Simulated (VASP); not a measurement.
# Fe (Im-3m) in VASP: notebook

Fe is run at these levels: PBE; tasks: density of states.

All numbers are computed with VASP 6.6.1; they aren't measurements. Logs are shortened: lines on timing, memory, paths and dates and some standing lists are left out, and cuts for length are marked.

### 1 The cell of the first run

Symmetry: Im-3m, No. 229, cubic system. The conventional cell has a = 2.085 Å, b = 2.085 Å, c = 2.085 Å, α = 90.00°, β = 90.00°, γ = 90.00°. Within 2.4 Å of Fe (site symmetry m-3m) lie 14 Fe at 1.81 to 2.08 Å.

### 2 Density of states, PBE (volume scaled by 0.43)

Input file POSCAR:

```
Fe
1.0
   -1.0423114404      1.0423114404      1.0423114404
    1.0423114404     -1.0423114404      1.0423114404
    1.0423114404      1.0423114404     -1.0423114404
Fe
1
Direct
    0.0000000000      0.0000000000      0.0000000000
```

Input file INCAR.step1:

```
SYSTEM = Fe
PREC = Accurate ; ENCUT = 520
EDIFF = 1E-7 ; ISMEAR = -1
SIGMA = 0.1 ; LREAL = .False.
LASPH = .True. ; NELM = 60
ALGO = Normal ; ISIF = 2
LWAVE = .False. ; LCHARG = .True.
LMAXMIX = 4 ; GGA = PE
NBANDS = 10
```

Input file KPOINTS.step1:

```
regular mesh
0
Gamma
  21 21 21
  0 0 0
```

Input file INCAR.step2:

```
SYSTEM = Fe
PREC = Accurate ; ENCUT = 520
EDIFF = 1E-7 ; ISMEAR = -5
SIGMA = 0.1 ; LREAL = .False.
LASPH = .True. ; NELM = 60
ALGO = Normal ; ISIF = 2
LWAVE = .False. ; LCHARG = .False.
LMAXMIX = 4 ; GGA = PE
LORBIT = 11 ; NBANDS = 10
NEDOS = 1001 ; ICHARG = 11
```

Input file KPOINTS.step2:

```
regular mesh
0
Gamma
  32 32 32
  0 0 0
```

Potentials or basis: VASP PAW PBE potentials, release 64 (Fe).

The run is started by

```console
cat potpaw_PBE.64/Fe/POTCAR > POTCAR
cp INCAR.step1 INCAR
cp KPOINTS.step1 KPOINTS
mpirun -np 1 vasp_std > vasp.out
cp INCAR.step2 INCAR
cp KPOINTS.step2 KPOINTS
mpirun -np 1 vasp_std > vasp.out
```

OUTCAR:

```text
SYSTEM = Fe
   PREC = Accurate
   ENCUT = 520
   EDIFF = 1E-7
   ISMEAR = -5
   LREAL = .False.
   LASPH = .True.
   NELM = 60
   ISIF = 2
   GGA = PE
   LORBIT = 11
   ICHARG = 11

 ion  position               nearest neighbor table
   1  0.000  0.000  0.000-

  LATTYP: Found a body centered cubic cell.
 ALAT       =     2.0846228808

  Lattice vectors:

 A1 = (  -1.0423114404,   1.0423114404,   1.0423114404)
 A2 = (   1.0423114404,  -1.0423114404,   1.0423114404)
 A3 = (   1.0423114404,   1.0423114404,  -1.0423114404)

Analysis of symmetry for initial positions (statically):
=====================================================================
 Subroutine PRICEL returns:
 Original cell was already a primitive cell.

 Routine SETGRP: Setting up the symmetry group for a
 body centered cubic supercell.

 Subroutine GETGRP returns: Found 48 space group operations
 (whereof 48 operations were pure point group operations)
 out of a pool of 48 trial point group operations.

The static configuration has the point symmetry O_h .

Analysis of symmetry for dynamics (positions and initial velocities):
=====================================================================
 Subroutine PRICEL returns:
 Original cell was already a primitive cell.

 Routine SETGRP: Setting up the symmetry group for a
 body centered cubic supercell.

 Subroutine GETGRP returns: Found 48 space group operations
 (whereof 48 operations were pure point group operations)
 out of a pool of 48 trial point group operations.

The dynamic configuration has the point symmetry O_h .

 Subroutine INISYM returns: Found 48 space group operations
 (whereof 48 operations are pure point group operations),
 and found     1 'primitive' translations

----------------------------------------------------------------------------------------

                                     Primitive cell

  volume of cell :       4.5295

  direct lattice vectors                    reciprocal lattice vectors
    -1.042311440  1.042311440  1.042311440     0.000000000  0.479703072  0.479703072
     1.042311440 -1.042311440  1.042311440     0.479703072  0.000000000  0.479703072
     1.042311440  1.042311440 -1.042311440     0.479703072  0.479703072  0.000000000

  length of vectors
     1.805336372  1.805336372  1.805336372     0.678402590  0.678402590  0.678402590

  position of ions in fractional coordinates (direct lattice)
     0.000000000  0.000000000  0.000000000

  ion indices of the primitive-cell ions
   primitive index   ion index
                 1           1

----------------------------------------------------------------------------------------

 KPOINTS: regular mesh

Automatic generation of k-mesh.
 Grid dimensions read from file:
 generate k-points for:   32   32   32

 Generating k-lattice:

  Cartesian coordinates                     Fractional coordinates (reciprocal lattice)
     0.000000000  0.014990721  0.014990721     0.031250000  0.000000000  0.000000000
     0.014990721  0.000000000  0.014990721     0.000000000  0.031250000  0.000000000
     0.014990721  0.014990721  0.000000000     0.000000000  0.000000000  0.031250000

  Length of vectors
     0.021200081  0.021200081  0.021200081

  Shift w.r.t. Gamma in fractional coordinates (k-lattice)
     0.000000000  0.000000000  0.000000000

 TETIRR: Found  39615 inequivalent tetrahedra from   196608

 Subroutine IBZKPT returns following result:
 ===========================================

 Found    897 irreducible k-points:

 Following reciprocal coordinates:
            Coordinates               Weight
  0.000000  0.000000  0.000000      1.000000
  0.031250  0.000000  0.000000     12.000000
  0.062500  0.000000  0.000000     12.000000
  0.093750  0.000000  0.000000     12.000000
  0.125000  0.000000  0.000000     12.000000
  0.156250  0.000000  0.000000     12.000000
[... 16 lines left out ...]
  0.187500  0.031250 -0.000000     48.000000
  0.218750  0.031250  0.000000     48.000000
 [... further k-points ...]
   k-points           NKPTS =    897   k-points in BZ     NKDIM =    897   number of bands    NBANDS=     10
   number of dos      NEDOS =   1001   number of ions     NIONS =      1
   total plane-waves  NPLWV =   2744
   dimension x,y,z NGX =    14 NGY =   14 NGZ =   14
   dimension x,y,z NGXF=    28 NGYF=   28 NGZF=   28
   ions per type =               1
   NGX,Y,Z   is equivalent  to a cutoff of  12.89, 12.89, 12.89 a.u.
   NGXF,Y,Z  is equivalent  to a cutoff of  25.78, 25.78, 25.78 a.u.
 SYSTEM =  Fe
   PREC   = accura    normal or accurate (medium, high low for compatibility)
   ISTART =      0    job   : 0-new  1-cont  2-samecut
   ICHARG =     11    charge: 1-file 2-atom 10-const
   ISPIN  =      1    spin polarized calculation?
   LNONCOLLINEAR =      F non collinear calculations
   LSORBIT =      F    spin-orbit coupling
   LASPH  =      T    aspherical Exc in radial PAW
   ENCUT  =  520.0 eV  38.22 Ry    6.18 a.u.   3.36  3.36  3.36*2*pi/ulx,y,z
   NELM   =     60;   NELMIN=  2; NELMDL=  0     # of ELM steps
   EDIFF  = 0.1E-06   stopping-criterion for ELM
   LREAL  =      F    real-space projection
   EDIFFG = 0.1E-05   stopping-criterion for IOM
   NSW    =      0    number of steps for IOM
   IBRION =     -1    ionic relax: 0-MD 1-quasi-New 2-CG
   NFREE  =      0    steps in history (QN), initial steepest desc. (CG)
   ISIF   =      2    stress and relaxation
   ISYM   =      2    0-nonsym 1-usesym 2-fastsym
   POTIM  = 0.5000    time-step for ionic-motion
   TEBEG  =    0.0;   TEEND  =   0.0 temperature during run
   PSTRESS=    0.0 pullay stress
   NELECT =       8.0000    total number of electrons
   NUPDOWN=      -1.0000    fix difference up-down
   EMIN   =  10.00;   EMAX   =-10.00  energy-range for DOS
   EFERMI =   0.00;   METHOD = LEGACY
   ISMEAR =    -5;   SIGMA  =   0.10  broadening in eV -4-tet -1-fermi 0-gaus
   EFERMI_NEDOS =   21; number of points for ismear=-14 and -15
   IALGO  =     38    algorithm
   IMIX   =      4    mixing-type and parameters
     AMIX     =   0.40;   BMIX     =  1.00
     AMIX_MAG =   1.60;   BMIX_MAG =  1.00
  volume/ion in A,a.u.               =       4.53        30.57
  Fermi-wavevector in a.u.,A,eV,Ry     =   1.978885  3.739551 53.280247  3.915988
  Thomas-Fermi vector in A             =   2.999606
   LORBIT       =     11    0 simple, 1 ext, 2 COOP (PROOUT), +10 PAW based schemes
   GGA     = PE    functional components
   LHFCALC =     F    Hartree Fock is set to
   AEXX    =    0.0000 exact exchange contribution
   IVDW    =     0    specifies the selected vdW correction
   LEPSILON=     F    determine dielectric tensor
   LRPA    =     F    only Hartree local field effects (RPA)
 non-spin polarized calculation
 Fermi weights with tetrahedron method with Bloechl corrections
  energy-cutoff  :      520.00
  volume of cell :        4.53
 maximum number of plane-waves:       140
 NGX is ok and might be reduce to    14

 number of electron       8.0000009 magnetization

 Free energy of the ion-electron system (eV)
  ---------------------------------------------------
  ext. energy  EPLUGINS =         0.00000000
  ---------------------------------------------------
  free energy    TOTEN  =         4.72299952 eV

  energy without entropy =        4.72299952  energy(sigma->0) =        4.72299952

 E-fermi :  21.2012     XC(G=0): -19.1328

 val. band max:       21.2654061070   @ k =   0.3438   0.0312   0.0000
 cond. band min:      21.1577986396   @ k =   0.2812   0.0000   0.0000
 fundamental gap:     -0.1076074674
 Fermi energy:        21.2011547196

 k-point     1 :       0.0000    0.0000    0.0000
  band No.  band energies     occupation
      1       9.1502      2.00000
      2      15.4600      2.00000
      3      15.4600      2.00000
      4      15.4600      2.00000
      5      20.6080      2.00000
      6      20.6080      2.00000
      7      55.2934      0.00000
      8      55.2934      0.00000
      9      55.2934      0.00000
     10      68.3361      0.00000

 k-point     2 :       0.0312    0.0000    0.0000
  band No.  band energies     occupation
      1       9.2463      2.00000
      2      15.4092      2.00000
      3      15.4531      2.00000
      4      15.5421      2.00000
      5      20.5424      2.00000
      6      20.6119      2.00000
      7      55.2640      0.00000
      8      55.3126      0.00000
      9      55.4056      0.00000
     10      68.2474      0.00000

 k-point     3 :       0.0625    0.0000    0.0000
  band No.  band energies     occupation
      1       9.5255      2.00000
      2      15.2600      2.00000
      3      15.4306      2.00000
      4      15.7864      2.00000
      5      20.3633      2.00000
      6      20.6247      2.00000
      7      55.1625      0.00000
      8      55.3524      0.00000
      9      55.7361      0.00000
     10      67.6935      0.00000

 k-point     4 :       0.0938    0.0000    0.0000
  band No.  band energies     occupation
      1       9.9561      2.00000
      2      15.0220      2.00000
      3      15.3924      2.00000
      4      16.1871      2.00000
      5      20.1200      2.00000
      6      20.6481      2.00000
      7      54.9555      0.00000
      8      55.3611      0.00000
      9      56.2682      0.00000
     10      66.8315      0.00000
[... 222 lines left out ...]
 k-point    22 :       0.1562    0.0312    0.0000
  band No.  band energies     occupation
      1      11.1916      2.00000
      2      14.1442      2.00000
      3      15.3759      2.00000
      4      17.9407      2.00000
      5      19.5966      2.00000
      6      20.8332      2.04552
      7      53.6894      0.00000
      8      54.8178      0.00000
      9      58.2261      0.00000
     10      66.4078      0.00000

 k-point    23 :       0.1875    0.0313   -0.0000
  band No.  band energies     occupation
      1      11.2935      2.00000
      2      13.7254      2.00000
      3      15.8107      2.00000
      4      18.8093      2.00000
      5      19.5902      2.00000
      6      20.9326      2.02516
      7      52.9256      0.00000
      8      54.1308      0.00000
      9      59.2009      0.00000
     10      66.7656      0.00000

 k-point    24 :       0.2188    0.0312    0.0000
  band No.  band energies     occupation
      1      11.0559      2.00000
      2      13.2977      2.00000
      3      16.6030      2.00000
      4      19.6389      2.00000
      5      19.8233      2.00149
      6      21.0545      1.69756
      7      51.9920      0.00000
      8      53.2660      0.00000
      9      60.2099      0.00000
     10      66.1538      0.00000

 [... further k-points ...]
[... 5 lines left out ...]
  --------------------------------------------------------------------------------------
  -------------------------------------------------------------------------------------
  Total       38.8548381     38.8548381     38.8548381      0.0000000     -0.0000000      0.0000000
  in kB    13743.6846261  13743.6846261  13743.6846261      0.0000000     -0.0000000      0.0000000
  external PRESSURE =   13743.6846261 kB  Pullay stress =       0.0000000 kB

 VOLUME and BASIS-vectors are now :
 -----------------------------------------------------------------------------
  energy-cutoff  :      520.00
  volume of cell :        4.53
      direct lattice vectors                 reciprocal lattice vectors
    -1.042311440  1.042311440  1.042311440     0.000000000  0.479703072  0.479703072
     1.042311440 -1.042311440  1.042311440     0.479703072  0.000000000  0.479703072
     1.042311440  1.042311440 -1.042311440     0.479703072  0.479703072  0.000000000

 POSITION                                       TOTAL-FORCE (eV/Angst)
 -----------------------------------------------------------------------------------
      0.00000      0.00000      0.00000         0.000000      0.000000      0.000000
 -----------------------------------------------------------------------------------
    total drift:                               -0.000000     -0.000000     -0.000000

  FREE ENERGIE OF THE ION-ELECTRON SYSTEM (eV)
  ---------------------------------------------------
  free  energy   TOTEN  =         4.7229995179 eV

  energy  without entropy=        4.7229995179  energy(sigma->0) =        4.72299952

 total charge

# of ion       s       p       d       tot
------------------------------------------
    1        1.091   1.717   8.494  11.302
```

It took 46 s on 1 thread of AMD EPYC 7R43 (Zen 3), shared host; peak memory 0.18 GiB.

Caveat: the run has no spin polarisation, though such a crystal can be magnetic; tetrahedron occupations give inexact forces and stress in metals. Spin polarisation is off, so any magnetic state and its effect on volume and gap are missing.

(Part 1 of 2 ends here.)
